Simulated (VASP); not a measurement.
# NaH (P6_3/mmc) in VASP: single point with HSE06

Aim: the single point of NaH with HSE06.

Everything below comes from runs of VASP 6.6.1. Logs are shortened: lines on timing, memory, paths and dates and some standing lists are left out, and cuts for length are marked.

### 1 The cell of the first run

Symmetry: P6_3/mmc, No. 194, hexagonal system. Conventional cell: a = 3.319 Å, b = 3.319 Å, c = 5.831 Å, α = 90.00°, β = 90.00°, γ = 120.00°. Within 3.4 Å of Na (site symmetry -3m) lie 6 H at 2.41 Å and 8 Na at 2.92 to 3.32 Å. H (site symmetry -6m2) has 6 Na at 2.41 Å and 12 H at 3.32 to 3.49 Å within 3.5 Å.

### 2 Single point, HSE06

The input, POSCAR:

```
NaH
1.0
    3.3191587685      0.0000000000      0.0000000000
   -1.6595793843      2.8744758127      0.0000000000
    0.0000000000      0.0000000000      5.8309537772
Na H
2 2
Direct
    0.0000000000      0.0000000000      0.0000000000
    0.0000000000      0.0000000000      0.5000000000
    0.3333333333      0.6666666667      0.2500000000
    0.6666666667      0.3333333333      0.7500000000
```

The input, INCAR.step1:

```
SYSTEM = NaH
PREC = Accurate
ENCUT = 520
EDIFF = 1E-5
ISMEAR = -1
SIGMA = 0.001
LREAL = .False.
LASPH = .True.
NELM = 100
ALGO = Normal
ISIF = 2
LWAVE = .True.
NBANDS = 16
GGA = PE
```

The input, INCAR.step2:

```
SYSTEM = NaH
PREC = Accurate
ENCUT = 520
EDIFF = 1E-7
ISMEAR = -1
SIGMA = 0.001
LREAL = .False.
LASPH = .True.
NELM = 100
ALGO = Normal
ISIF = 2
LWAVE = .False.
LCHARG = .True.
GGA = PE
LHFCALC = .True.
HFSCREEN = 0.2079
PRECFOCK = Normal
LELF = .True.
LVHAR = .True.
NBANDS = 16
ISTART = 1
```

The input, KPOINTS:

```
Automatic mesh
0
Gamma
  6 6 2
  0 0 0
```

Potentials or basis: VASP PAW PBE potentials, release 64 (Na_pv, H).

Run with:

```
> cat potpaw_PBE.64/Na_pv/POTCAR potpaw_PBE.64/H/POTCAR > POTCAR
> cp INCAR.step1 INCAR
> mpirun -np 1 vasp_std > vasp.out
> cp INCAR.step2 INCAR
> mpirun -np 1 vasp_std > vasp.out
```

OUTCAR:

```text
SYSTEM = NaH
   PREC = Accurate
   ENCUT = 520
   EDIFF = 1E-7
   ISMEAR = -1
   LREAL = .False.
   LASPH = .True.
   NELM = 100
   ISIF = 2
   GGA = PE
   LHFCALC = .True.
   HFSCREEN = 0.2079
   PRECFOCK = Normal
   ISTART = 1

 ion  position               nearest neighbor table
   1  0.000  0.000  0.000-
   2  0.000  0.000  0.500-
   3  0.333  0.667  0.250-
   4  0.667  0.333  0.750-

  LATTYP: Found a hexagonal cell.
 ALAT       =     3.3191587685
 C/A-ratio  =     1.7567565109

  Lattice vectors:

 A1 = (   3.3191587685,   0.0000000000,   0.0000000000)
 A2 = (  -1.6595793843,   2.8744758127,   0.0000000000)
 A3 = (   0.0000000000,   0.0000000000,   5.8309537772)

Analysis of symmetry for initial positions (statically):
=====================================================================
 Subroutine PRICEL returns:
 Original cell was already a primitive cell.

 Routine SETGRP: Setting up the symmetry group for a
 hexagonal supercell.

 Subroutine GETGRP returns: Found 24 space group operations
 (whereof 12 operations were pure point group operations)
 out of a pool of 24 trial point group operations.

The static configuration has the point symmetry D_3d.
 The point group associated with its full space group is D_6h.

Analysis of symmetry for dynamics (positions and initial velocities):
=====================================================================
 Subroutine PRICEL returns:
 Original cell was already a primitive cell.

 Routine SETGRP: Setting up the symmetry group for a
 hexagonal supercell.

 Subroutine GETGRP returns: Found 24 space group operations
 (whereof 12 operations were pure point group operations)
 out of a pool of 24 trial point group operations.

The dynamic configuration has the point symmetry D_3d.
 The point group associated with its full space group is D_6h.

 Subroutine INISYM returns: Found 24 space group operations
 (whereof 12 operations are pure point group operations),
 and found     1 'primitive' translations

----------------------------------------------------------------------------------------

[... 88 lines left out ...]
   NSW    =      0    number of steps for IOM
   IBRION =     -1    ionic relax: 0-MD 1-quasi-New 2-CG
   NFREE  =      0    steps in history (QN), initial steepest desc. (CG)
   ISIF   =      2    stress and relaxation
   ISYM   =      3    0-nonsym 1-usesym 2-fastsym
   POTIM  = 0.5000    time-step for ionic-motion
   TEBEG  =    0.0;   TEEND  =   0.0 temperature during run
   PSTRESS=    0.0 pullay stress
   NELECT =      16.0000    total number of electrons
   NUPDOWN=      -1.0000    fix difference up-down
   EMIN   =  10.00;   EMAX   =-10.00  energy-range for DOS
   EFERMI =   0.00;   METHOD = LEGACY
   ISMEAR =    -1;   SIGMA  =   0.00  broadening in eV -4-tet -1-fermi 0-gaus
   EFERMI_NEDOS =   21; number of points for ismear=-14 and -15
   IALGO  =     38    algorithm
   IMIX   =      1    mixing-type and parameters
     AMIX     =   0.40;   BMIX     =  1.00
     AMIX_MAG =   1.60;   BMIX_MAG =  1.00
  volume/ion in A,a.u.               =      13.91        93.86
  Fermi-wavevector in a.u.,A,eV,Ry     =   1.080619  2.042074 15.888042  1.167738
  Thomas-Fermi vector in A             =   2.216615
   LORBIT       =      0    0 simple, 1 ext, 2 COOP (PROOUT), +10 PAW based schemes
   GGA     = PE    functional components
   LHFCALC =     T    Hartree Fock is set to
   PRECFOCK=normal    Normal, Fast or Accurate (Low or Medium for compatibility)
   ENCUT4O =  -1.0   cutoff for four orbital integrals eV
   NKREDX  =     1    reduce k-point grid by
   NKREDY  =     1    reduce k-point grid by
   NKREDZ  =     1    reduce k-point grid by
   AEXX    =    0.2500 exact exchange contribution
   HFSCREEN=    0.2079 screening length (either q_TF or 0.3 A-1)
   HFSCREENC=   0.2079 screening length for correlation (either q_TF or 0.3 A-1)
   ENCUTFOCK=  -1.0 apply spherical cutoff to Coloumb kernel
   IVDW    =     0    specifies the selected vdW correction
   LEPSILON=     F    determine dielectric tensor
   LRPA    =     F    only Hartree local field effects (RPA)
 non-spin polarized calculation
  energy-cutoff  :      520.00
  volume of cell :       55.63
 maximum number of plane-waves:      1521
 NGX is ok and might be reduce to    28
  NGX = 20; NGY = 20; NGZ = 36

 number of electron      16.0000008 magnetization

 Free energy of the ion-electron system (eV)
  ---------------------------------------------------
  ext. energy  EPLUGINS =         0.00000000
  ---------------------------------------------------
  free energy    TOTEN  =       -11.33972192 eV

  energy without entropy =      -11.33972192  energy(sigma->0) =      -11.33972192

 E-fermi :  -1.7730     XC(G=0):  -6.5483

 val. band max:       -1.8390507162   @ k =   0.3333   0.1667   0.0000
 cond. band min:       2.6605416014   @ k =   0.0000   0.0000   0.0000
 fundamental gap:      4.4995923176
 Fermi energy:        -1.7729652282

 k-point     1 :       0.0000    0.0000    0.0000
  band No.  band energies     occupation
      1     -26.4819      2.00000
      2     -26.3303      2.00000
      3     -26.3303      2.00000
      4     -26.3118      2.00000
      5     -26.3118      2.00000
      6     -26.2909      2.00000
[... 243 lines left out ...]
      3     -26.3774      2.00000
      4     -26.3774      2.00000
      5     -26.3689      2.00000
      6     -26.3689      2.00000
[... 8 lines left out ...]
     15      12.0813      0.00000
     16      12.0813      0.00000

------------------------ aborting loop because EDIFF is reached ----------------------------------------

  FORCE on cell =-STRESS in cart. coord.  units (eV):
  Direction    XX          YY          ZZ          XY          YZ          ZX
  --------------------------------------------------------------------------------------
  -------------------------------------------------------------------------------------
  Total        0.0531718      0.0531718      0.1090063     -0.0000000      0.0000000      0.0000000
  in kB        1.5313181      1.5313181      3.1393212     -0.0000000      0.0000000      0.0000000
  external PRESSURE =       2.0673191 kB  Pullay stress =       0.0000000 kB

 VOLUME and BASIS-vectors are now :
 -----------------------------------------------------------------------------
  energy-cutoff  :      520.00
  volume of cell :       55.63
      direct lattice vectors                 reciprocal lattice vectors
     3.319158768  0.000000000  0.000000000     0.301281159  0.173944758  0.000000000
    -1.659579384  2.874475813  0.000000000     0.000000000  0.347889516  0.000000000
     0.000000000  0.000000000  5.830953777     0.000000000  0.000000000  0.171498530

 POSITION                                       TOTAL-FORCE (eV/Angst)
 -----------------------------------------------------------------------------------
      0.00000      0.00000      0.00000         0.000000     -0.000000     -0.000000
      0.00000      0.00000      2.91548         0.000000     -0.000000     -0.000000
     -0.00000      1.91632      1.45774        -0.000000     -0.000000     -0.000000
      1.65958      0.95816      4.37322         0.000000      0.000000      0.000000
 -----------------------------------------------------------------------------------
    total drift:                               -0.000000     -0.000000     -0.000020

  FREE ENERGIE OF THE ION-ELECTRON SYSTEM (eV)
  ---------------------------------------------------
  free  energy   TOTEN  =       -11.3397219219 eV

  energy  without entropy=      -11.3397219219  energy(sigma->0) =      -11.33972192
```

OUTCAR.step1:

```text
SYSTEM = NaH
   PREC = Accurate
   ENCUT = 520
   EDIFF = 1E-5
   ISMEAR = -1
   LREAL = .False.
   LASPH = .True.
[... 484 lines left out ...]
      0.00000      0.00000      2.91548         0.000000      0.000000      0.000000
     -0.00000      1.91632      1.45774        -0.000000      0.000000      0.000000
      1.65958      0.95816      4.37322         0.000000     -0.000000     -0.000000
 -----------------------------------------------------------------------------------
    total drift:                               -0.000000      0.000000      0.000000

  FREE ENERGIE OF THE ION-ELECTRON SYSTEM (eV)
  ---------------------------------------------------
  free  energy   TOTEN  =        -9.9875959359 eV

  energy  without entropy=       -9.9875959359  energy(sigma->0) =       -9.98759594
```

Wall time 23 min (1 thread of AMD EPYC 7R43 (Zen 3), shared host); peak memory 0.25 GiB.

What came out:

| Item | Value |
| --- | --- |
| Free energy | -11.3397 eV |
| Pressure | 0.2 GPa |
| Band gap on the k mesh | 4.50 eV (least direct gap 5.70 eV) |

Levels at points of the mesh, in eV from the valence-band top:
```tsv
k point	band 4	band 5	band 6	band 7	band 8	band 9	band 10	band 11	band 12	band 13
(0.00, 0.00, 0.00)	-24.47	-24.47	-24.45	-3.94	-1.26	4.50	12.00	12.90	15.34	15.49
(0.50, 0.00, 0.00)	-24.51	-24.49	-24.44	-0.83	-0.20	5.51	7.06	8.28	9.97	12.41
(0.00, 0.00, 0.50)	-24.48	-24.48	-24.48	-2.90	-2.90	7.88	7.88	13.53	13.53	16.55
(0.50, 0.00, 0.50)	-24.53	-24.50	-24.50	-0.47	-0.47	5.45	5.45	11.19	11.19	13.27
```

Caveat: the k points lie up to 0.54 Å⁻¹ apart; the PAW data sets were made with another functional, which shifts forces and pressure a little. A k mesh can miss the band edges.
